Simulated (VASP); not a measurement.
# Ge (P6_3/mmc) in VASP: a series of runs

The runs below take Ge through relaxation of cell and atoms, single point, with LDA.

All numbers are computed with VASP 6.6.1; they aren't measurements. Logs are shortened: lines on timing, memory, paths and dates and some standing lists are left out, and cuts for length are marked.

## Step 1: The cell of the first run

It takes space group P6_3/mmc (No. 194, hexagonal). Conventional cell: a = 2.461 Å, b = 2.461 Å, c = 4.055 Å, α = 90.00°, β = 90.00°, γ = 120.00°. Ge (site symmetry -6m2) has 12 Ge at 2.46 to 2.48 Å within 3.2 Å.

This isn't the form of Ge at room conditions, which is diamond.

## Step 2: Relaxation of cell and atoms, LDA, target pressure 130 GPa, at which the enthalpy is minimised

Contents of INCAR:

```
PREC     = Accurate       # precision mode
ENCUT    = 600            # plane-wave cutoff, eV
EDIFF    = 1E-6           # SCF threshold, eV
ISMEAR   = -1             # smearing method
SIGMA    = 0.08           # smearing width, eV
LREAL    = False          # projectors in reciprocal space
LASPH    = True           # aspherical terms in the spheres
NELM     = 100            # most SCF steps
ALGO     = Normal         # electronic algorithm
ISIF     = 3              # what is computed and relaxed
LWAVE    = False          # write WAVECAR
LCHARG   = False          # write CHGCAR
GGA      = CA             # functional
IBRION   = 2              # ionic algorithm
NSW      = 32             # ionic steps
EDIFFG   = -0.005         # ionic threshold
PSTRESS  = 1300.0
```

Contents of KPOINTS:

```
regular mesh
0
Gamma
  17 17 10
```

Contents of POSCAR:

```
Ge
1.0
    2.4614932814      0.0000000000      0.0000000000
   -1.2307466407      2.1317157129      0.0000000000
    0.0000000000      0.0000000000      4.0546258191
Ge
2
Direct
    0.3333333333      0.6666666667      0.2500000000
    0.6666666667      0.3333333333      0.7500000000
```

Potentials or basis: VASP PAW LDA potentials, release 64 (Ge_d).

Run with:

```bash
$ cat potpaw_LDA.64/Ge_d/POTCAR > POTCAR
$ mpirun -np 1 vasp_std > vasp.out
```

OUTCAR:

```text
PREC = Accurate
   ENCUT = 600
   EDIFF = 1E-6
   ISMEAR = -1
   LREAL = False
   LASPH = True
   NELM = 100
   ISIF = 3
   GGA = CA
   IBRION = 2
   NSW = 32
   EDIFFG = -0.005
   PSTRESS = 1300.0

 ion  position               nearest neighbor table
   1  0.333  0.667  0.250-   2 2.48   2 2.48   2 2.48   2 2.48   2 2.48   2 2.48
   2  0.667  0.333  0.750-   1 2.48   1 2.48   1 2.48   1 2.48   1 2.48   1 2.48

  LATTYP: Found a hexagonal cell.
 ALAT       =     2.4614932814
 C/A-ratio  =     1.6472219728

  Lattice vectors:

 A1 = (   2.4614932814,   0.0000000000,   0.0000000000)
 A2 = (  -1.2307466407,   2.1317157129,   0.0000000000)
 A3 = (   0.0000000000,   0.0000000000,   4.0546258191)

Analysis of symmetry for initial positions (statically):
=====================================================================
 Subroutine PRICEL returns:
 Original cell was already a primitive cell.

 Routine SETGRP: Setting up the symmetry group for a
 hexagonal supercell.

 Subroutine GETGRP returns: Found 24 space group operations
 (whereof 12 operations were pure point group operations)
 out of a pool of 24 trial point group operations.

The static configuration has the point symmetry D_3d.
 The point group associated with its full space group is D_6h.

Analysis of symmetry for dynamics (positions and initial velocities):
=====================================================================
 Subroutine PRICEL returns:
 Original cell was already a primitive cell.

 Routine SETGRP: Setting up the symmetry group for a
 hexagonal supercell.

 Subroutine GETGRP returns: Found 24 space group operations
 (whereof 12 operations were pure point group operations)
 out of a pool of 24 trial point group operations.

The dynamic configuration has the point symmetry D_3d.
 The point group associated with its full space group is D_6h.

 Subroutine INISYM returns: Found 24 space group operations
 (whereof 12 operations are pure point group operations),
 and found     1 'primitive' translations

----------------------------------------------------------------------------------------

                                     Primitive cell

  volume of cell :      21.2754

  direct lattice vectors                    reciprocal lattice vectors
     2.461493281  0.000000000  0.000000000     0.406257457  0.234552852  0.000000000
    -1.230746641  2.131715713  0.000000000     0.000000000  0.469105704  0.000000000
     0.000000000  0.000000000  4.054625819     0.000000000  0.000000000  0.246631883

  length of vectors
     2.461493281  2.461493281  4.054625819     0.469105704  0.469105704  0.246631883

  position of ions in fractional coordinates (direct lattice)
     0.333333333  0.666666667  0.250000000
     0.666666667  0.333333333  0.750000000

  ion indices of the primitive-cell ions
   primitive index   ion index
                 1           1
                 2           2

----------------------------------------------------------------------------------------

 KPOINTS: regular mesh

Automatic generation of k-mesh.
 Grid dimensions read from file:
 generate k-points for:   17   17   10

 Generating k-lattice:

  Cartesian coordinates                     Fractional coordinates (reciprocal lattice)
     0.023897497  0.013797227  0.000000000     0.058823529  0.000000000  0.000000000
     0.000000000  0.027594453  0.000000000     0.000000000  0.058823529  0.000000000
     0.000000000  0.000000000  0.024663188     0.000000000  0.000000000  0.100000000

  Length of vectors
     0.027594453  0.027594453  0.024663188

  Shift w.r.t. Gamma in fractional coordinates (k-lattice)
     0.000000000  0.000000000  0.000000000

 Subroutine IBZKPT returns following result:
 ===========================================

 Found    198 irreducible k-points:

 Following reciprocal coordinates:
            Coordinates               Weight
  0.000000  0.000000  0.000000      1.000000
  0.058824 -0.000000  0.000000      6.000000
  0.117647 -0.000000  0.000000      6.000000
  0.176471 -0.000000  0.000000      6.000000
  0.235294 -0.000000  0.000000      6.000000
  0.294118  0.000000  0.000000      6.000000
[... 16 lines left out ...]
  0.411765  0.117647  0.000000     12.000000
  0.176471  0.176471  0.000000      6.000000
 [... further k-points ...]
   k-points           NKPTS =    198   k-points in BZ     NKDIM =    198   number of bands    NBANDS=     18
   number of dos      NEDOS =    301   number of ions     NIONS =      2
   total plane-waves  NPLWV =  12800
   dimension x,y,z NGX =    20 NGY =   20 NGZ =   32
   dimension x,y,z NGXF=    40 NGYF=   40 NGZF=   64
   ions per type =               2
   NGX,Y,Z   is equivalent  to a cutoff of  13.51, 13.51, 13.12 a.u.
   NGXF,Y,Z  is equivalent  to a cutoff of  27.02, 27.02, 26.24 a.u.
 SYSTEM =  unknown system
   PREC   = accura    normal or accurate (medium, high low for compatibility)
   ISTART =      0    job   : 0-new  1-cont  2-samecut
   ICHARG =      2    charge: 1-file 2-atom 10-const
   ISPIN  =      1    spin polarized calculation?
   LNONCOLLINEAR =      F non collinear calculations
   LSORBIT =      F    spin-orbit coupling
   LASPH  =      T    aspherical Exc in radial PAW
   ENCUT  =  600.0 eV  44.10 Ry    6.64 a.u.   4.92  4.92  8.10*2*pi/ulx,y,z
   NELM   =    100;   NELMIN=  2; NELMDL= -5     # of ELM steps
   EDIFF  = 0.1E-05   stopping-criterion for ELM
   LREAL  =      F    real-space projection
   EDIFFG = -.5E-02   stopping-criterion for IOM
   NSW    =     32    number of steps for IOM
   IBRION =      2    ionic relax: 0-MD 1-quasi-New 2-CG
   NFREE  =      1    steps in history (QN), initial steepest desc. (CG)
   ISIF   =      3    stress and relaxation
   ISYM   =      2    0-nonsym 1-usesym 2-fastsym
   POTIM  = 0.5000    time-step for ionic-motion
   TEBEG  =    0.0;   TEEND  =   0.0 temperature during run
   PSTRESS= 1300.0 pullay stress
   NELECT =      28.0000    total number of electrons
   NUPDOWN=      -1.0000    fix difference up-down
   EMIN   =  10.00;   EMAX   =-10.00  energy-range for DOS
   EFERMI =   0.00;   METHOD = LEGACY
   ISMEAR =    -1;   SIGMA  =   0.08  broadening in eV -4-tet -1-fermi 0-gaus
   EFERMI_NEDOS =   21; number of points for ismear=-14 and -15
   IALGO  =     38    algorithm
   IMIX   =      4    mixing-type and parameters
     AMIX     =   0.40;   BMIX     =  1.00
     AMIX_MAG =   1.60;   BMIX_MAG =  1.00
  volume/ion in A,a.u.               =      10.64        71.79
  Fermi-wavevector in a.u.,A,eV,Ry     =   1.794050  3.390263 43.791933  3.218616
  Thomas-Fermi vector in A             =   2.856085
   LORBIT       =      0    0 simple, 1 ext, 2 COOP (PROOUT), +10 PAW based schemes
   GGA     = CA    functional components
   LHFCALC =     F    Hartree Fock is set to
   AEXX    =    0.0000 exact exchange contribution
   IVDW    =     0    specifies the selected vdW correction
   LEPSILON=     F    determine dielectric tensor
   LRPA    =     F    only Hartree local field effects (RPA)
 conjugate gradient relaxation of ions
 non-spin polarized calculation
  energy-cutoff  :      600.00
  volume of cell :       21.28
 maximum number of plane-waves:       738
 NGX is ok and might be reduce to    20
   NGX =  9   NGY =  9   NGZ = 17

--------------------------------------- Ionic step        1  -------------------------------------------

 number of electron      27.9999990 magnetization

 Free energy of the ion-electron system (eV)
  ---------------------------------------------------
  ext. energy  EPLUGINS =         0.00000000
  ---------------------------------------------------
  free energy    TOTEN  =        -6.05565482 eV

  energy without entropy =       -6.04377214  energy(sigma->0) =       -6.04971348

------------------------ aborting loop because EDIFF is reached ----------------------------------------

  FORCE on cell =-STRESS in cart. coord.  units (eV):
  Direction    XX          YY          ZZ          XY          YZ          ZX
  --------------------------------------------------------------------------------------
  -------------------------------------------------------------------------------------
  Total       17.4506308     17.4506308     17.4373514      0.0000000      0.0000000      0.0000000
  in kB     1314.1441011   1314.1441011   1313.1440778      0.0000000      0.0000000      0.0000000
  external PRESSURE =      13.8107600 kB  Pullay stress =    1300.0000000 kB
[... 99 lines left out ...]
  enthalpy is  TOTEN    =        11.2068532624 eV   P V=       17.3107217932

--------------------------------------- Ionic step        4  -------------------------------------------

 number of electron      27.9999989 magnetization

 Free energy of the ion-electron system (eV)
  ---------------------------------------------------
  ext. energy  EPLUGINS =         0.00000000
  ---------------------------------------------------
  free energy    TOTEN  =        -6.10833484 eV

  energy without entropy =       -6.09639599  energy(sigma->0) =       -6.10236541

 E-fermi :  14.8914     XC(G=0): -14.8145

 val. band max:       14.8600617979   @ k =   0.4118   0.1176   0.1000
 cond. band min:      14.9046536239   @ k =   0.2353   0.1176   0.5000
 fundamental gap:      0.0445918260
 Fermi energy:        14.8914189667

 k-point     1 :       0.0000    0.0000    0.0000
  band No.  band energies     occupation
      1     -11.2251      2.00000
      2     -11.0719      2.00000
      3     -11.0305      2.00000
      4     -11.0305      2.00000
      5     -10.9843      2.00000
      6     -10.9843      2.00000
[... 10 lines left out ...]
     17      28.8487      0.00000
     18      30.1716      0.00000
[... 466 lines left out ...]
      2     -11.1549      2.00000
      3     -11.0926      2.00000
      4     -11.0089      2.00000
      5     -10.9300      2.00000
      6     -10.8655      2.00000
[... 10 lines left out ...]
     17      23.0652      0.00000
     18      23.1510      0.00000

 [... further k-points ...]
[... 5 lines left out ...]
  --------------------------------------------------------------------------------------
  -------------------------------------------------------------------------------------
  Total       17.3235744     17.3235744     17.3214205     -0.0000000      0.0000000      0.0000000
  in kB     1300.6296190   1300.6296190   1300.4679011     -0.0000000      0.0000000      0.0000000
  external PRESSURE =       0.5757130 kB  Pullay stress =    1300.0000000 kB
[... 17 lines left out ...]
  FREE ENERGIE OF THE ION-ELECTRON SYSTEM (eV)
  ---------------------------------------------------
  free  energy   TOTEN  =        -6.1083348383 eV

  energy  without entropy=       -6.0963959871  energy(sigma->0) =       -6.10236541

  enthalpy is  TOTEN    =        11.2068534654 eV   P V=       17.3151883037

 reached required accuracy - stopping structural energy minimisation
```

It took 87 s on 1 thread of AMD EPYC 9R45 (Zen 5), shared host; peak memory 0.16 GiB.

What came out:

```yaml
Free_energy: -6.1083 eV
Relaxed_volume: 10.67 Å³/atom
Relaxed_cell: a = 2.464 Å, b = 2.464 Å, c = 4.059 Å, α = 90.00°, β = 90.00°, γ = 120.00°
Space_group_after_relaxing_to_0.1_Å: P6_3/mmc (No. 194)
Energy_change_on_relaxing_the_run_minimises_the_enthalpy: -26.3 meV/atom
Ionic_steps: 4
Pressure_after_relaxing: 130.1 GPa
Band_gap_on_the_k_mesh: zero (bands 14 and 15 overlap by 16.52 eV)
```

Step by step:
| step | energy change (eV) | largest force (eV/Å) | pressure (GPa) | volume (Å³) |
| --- | --- | --- | --- | --- |
| 1 | 0.0000 | 0.0000 | 131.38 | 21.28 |
| 2 | -0.2266 | 0.0000 | 124.52 | 21.56 |
| 3 | -0.0482 | 0.0000 | 130.14 | 21.33 |
| 4 | -0.0527 | 0.0000 | 130.06 | 21.34 |

Final structure:
```yaml
crystal:
  lattice:
    - [2.46404, 0.00000, 0.00000]
    - [-1.23202, 2.13392, 0.00000]
    - [0.00000, 0.00000, 4.05852]
  atoms:
    - { symbol: Ge, position: [0.33333, 0.66667, 0.25000] }
    - { symbol: Ge, position: [0.66667, 0.33333, 0.75000] }
```

Levels at points of the mesh, in eV from the Fermi level:
```csv
k point,band 10,band 11,band 12,band 13,band 14,band 15,band 16,band 17,band 18
"(0.00, 0.00, 0.00)",-25.50,-19.78,-10.30,-9.95,11.38,11.38,13.96,13.96,15.28
"(0.00, 0.00, 0.50)",-25.60,-17.38,-17.38,1.56,1.56,13.37,13.37,13.37,13.37
```

Caveat: the cell is relaxed towards a set pressure, so the run minimises the enthalpy, not the energy.

## Step 3: Relaxation of cell and atoms, LDA, target pressure 130 GPa, at which the enthalpy is minimised

This run uses another cell than the first one, of 10.72 Å³/atom.

Contents of INCAR:

```
ALGO = Normal ; EDIFF = 1E-6
EDIFFG = -0.005 ; ENCUT = 600
IBRION = 2 ; ISIF = 3
ISMEAR = -1 ; LASPH = T
LCHARG = F ; LREAL = F
LWAVE = F ; NELM = 80
NSW = 60 ; PREC = Accurate
PSTRESS = 1300.0 ; SIGMA = 0.08
```

Contents of KPOINTS:

```
k-points
0
Gamma
  17 17 10
```

Contents of POSCAR:

```
Ge
1.0
    2.4812619425      0.0000000000      0.0000000000
   -1.2406309713      2.1488358757      0.0000000000
    0.0000000000      0.0000000000      4.0196443469
Ge
2
Direct
    0.3333333333      0.6666666667      0.2500000000
    0.6666666667      0.3333333333      0.7500000000
```

Potentials or basis: VASP PAW LDA potentials, release 64 (Ge_d).

Run with:

```bash
$ cat potpaw_LDA.64/Ge_d/POTCAR > POTCAR
$ mpirun -np 1 vasp_std > vasp.out
```

It took 3.3 min on 1 thread of AMD EPYC 9R45 (Zen 5), shared host; peak memory 0.17 GiB.

The run converged. Its results:

```
Free energy                                                : -6.1043 eV
Relaxed volume                                             : 10.67 Å³/atom
Relaxed cell                                               : a = 2.464 Å, b = 2.464 Å, c = 4.058 Å, α = 90.00°, β = 90.00°, γ = 120.00°
Space group after relaxing (to 0.1 Å)                      : P6_3/mmc (No. 194)
Energy change on relaxing (the run minimises the enthalpy) : +36.6 meV/atom
Ionic steps                                                : 11
Pressure after relaxing                                    : 130.1 GPa
Band gap on the k mesh                                     : zero (bands 14 and 15 overlap by 16.52 eV)
```

Step by step:
```csv
step,energy change (eV),largest force (eV/Å),pressure (GPa),volume (Å³)
1,0.0000,0.0000,127.39,21.43
2,0.4483,0.0000,141.74,20.89
3,0.1405,0.0000,131.93,21.26
4,0.0428,0.0000,129.03,21.37
5,0.0833,0.0000,130.34,21.32
6,0.0849,0.0000,130.51,21.32
7,0.0239,0.0000,128.38,21.40
8,0.0697,0.0000,129.95,21.34
9,0.0704,0.0000,129.88,21.34
10,0.0777,0.0000,130.19,21.33
11,0.0731,0.0000,130.06,21.33
```

Final structure:
```cif
data_structure
_symmetry_space_group_name_H-M 'P 1'
_symmetry_Int_Tables_number 1
_cell_length_a 2.4638
_cell_length_b 2.4638
_cell_length_c 4.0583
_cell_angle_alpha 90.000
_cell_angle_beta 90.000
_cell_angle_gamma 120.000
_cell_volume 21.33
loop_
_atom_site_label
_atom_site_type_symbol
_atom_site_fract_x
_atom_site_fract_y
_atom_site_fract_z
_atom_site_occupancy
Ge1 Ge 0.33333 0.66667 0.25000 1
Ge2 Ge 0.66667 0.33333 0.75000 1
```

Levels at points of the mesh, in eV from the Fermi level:
```csv
k point,band 12,band 13,band 14,band 15,band 16,band 17
"(0.00, 0.00, 0.00)",-10.30,-9.95,11.38,11.38,13.96,13.96
"(0.00, 0.00, 0.50)",-17.39,1.56,1.56,13.37,13.37,13.37
```

Caveat: the cell is relaxed towards a set pressure, so the run minimises the enthalpy, not the energy.

## Step 4: Single point, LDA

Contents of INCAR:

```
SYSTEM = Ge
PREC     = Accurate       ! precision mode
ENCUT    = 520            ! plane-wave cutoff, eV
EDIFF    = 1E-6           ! SCF threshold, eV
ISMEAR   = -1             ! smearing method
SIGMA    = 0.08           ! smearing width, eV
LREAL    = .FALSE.        ! projectors in reciprocal space
LASPH    = .TRUE.         ! aspherical terms in the spheres
NELM     = 100            ! most SCF steps
ALGO     = Normal         ! electronic algorithm
ISIF     = 2              ! what is computed and relaxed
LWAVE    = .FALSE.        ! write WAVECAR
LCHARG   = .FALSE.        ! write CHGCAR
GGA      = CA             ! functional
NBANDS   = 21             ! bands
```

Contents of KPOINTS:

```
regular mesh
0
G
  17 17 10
  0 0 0
```

Contents of POSCAR:

```
Ge
1.0
    2.4618710608      0.0000000000      0.0000000000
   -1.2309355304      2.1320428795      0.0000000000
    0.0000000000      0.0000000000      4.0551073845
Ge
2
Direct
    0.3333333333      0.6666666667      0.2500000000
    0.6666666667      0.3333333333      0.7500000000
```

Run with:

```bash
$ cat potpaw_LDA.64/Ge_d/POTCAR > POTCAR
$ mpirun -np 1 vasp_std > vasp.out
```

It took 57 s on 1 thread of Intel Xeon 8259CL, shared host; peak memory 0.18 GiB.

It converged, with:

| Item | Value |
| --- | --- |
| Free energy | -6.0628 eV |
| Pressure | 131.2 GPa |
| Band gap on the k mesh | zero (bands 14 and 15 overlap by 16.55 eV) |

Stress tensor (GPa, compression positive):
```
131.20   0.00   0.00
  0.00 131.20   0.00
  0.00   0.00 131.12
```

Levels at points of the mesh, in eV from the Fermi level:
| k point | band 11 | band 12 | band 13 | band 14 | band 15 | band 16 | band 17 | band 18 |
| --- | --- | --- | --- | --- | --- | --- | --- | --- |
| (0.00, 0.00, 0.00) | -19.82 | -10.33 | -9.96 | 11.40 | 11.40 | 13.98 | 13.98 | 15.31 |
| (0.00, 0.00, 0.50) | -17.42 | -17.42 | 1.56 | 1.56 | 13.40 | 13.40 | 13.40 | 13.40 |

Caveat: the cell stands under pressure.

## Step 5: The runs side by side

| task | cell | cutoff (eV) | gap on the mesh (eV) | pressure (GPa) |
| --- | --- | --- | --- | --- |
| relaxation of cell and atoms | relaxed to 130 GPa from a = 2.461, b = 2.461, c = 4.055 Å, angles 90.0, 90.0, 120.0°, 2 atoms | 600 | none | 130.1 |
| relaxation of cell and atoms | relaxed to 130 GPa from a = 2.481, b = 2.481, c = 4.020 Å, angles 90.0, 90.0, 120.0°, 2 atoms | 600 | none | 130.1 |
| single point | a = 2.462, b = 2.462, c = 4.055 Å, angles 90.0, 90.0, 120.0°, 2 atoms | 520 | none | 131.2 |

Alike in all rows: level LDA; potentials or basis VASP PAW LDA potentials, release 64 (Ge_d); no spin polarisation; k mesh 17 × 17 × 10; smearing fermi-dirac 0.08 eV.

Caveats: the cell is relaxed towards a set pressure, so the run minimises the enthalpy, not the energy (at least some runs); the cell stands under pressure (at least some runs).

Absolute energies hang on the potentials; compare differences alone.
